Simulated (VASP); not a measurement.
A run of VASP 6.6.1 is set up as follows.

Contents of INCAR:

```
ALGO = Normal
EDIFF = 1E-6
ENCUT = 520
GGA = PE
ISIF = 2
ISMEAR = 0
LASPH = True
LCHARG = False
LREAL = False
LWAVE = False
NBANDS = 12
NELM = 100
PREC = Accurate
SIGMA = 0.1
```

File KPOINTS:

```
k-points
0
Gamma
  10 10 10
```

Contents of POSCAR:

```
Cu
1.0
   -1.1538885300      1.5149255800      1.8096923700
    1.1538885300     -1.5149255800      1.8096923700
    1.1538885300      1.5149255800     -1.8096923700
Cu
1
Direct
    0.0000000000      0.0000000000      0.0000000000
```

Potentials or basis: VASP PAW PBE potentials, release 64 (Cu).

The run is started by

```console
$ cat potpaw_PBE.64/Cu/POTCAR > POTCAR
$ mpirun -np 1 vasp_std > vasp.out
```

Q: Predict the pressure.

A: 1.1 GPa.

Stress tensor (GPa, compression positive):
```
 23.61   0.00   0.00
  0.00 -11.87   0.00
  0.00   0.00  -8.51
```
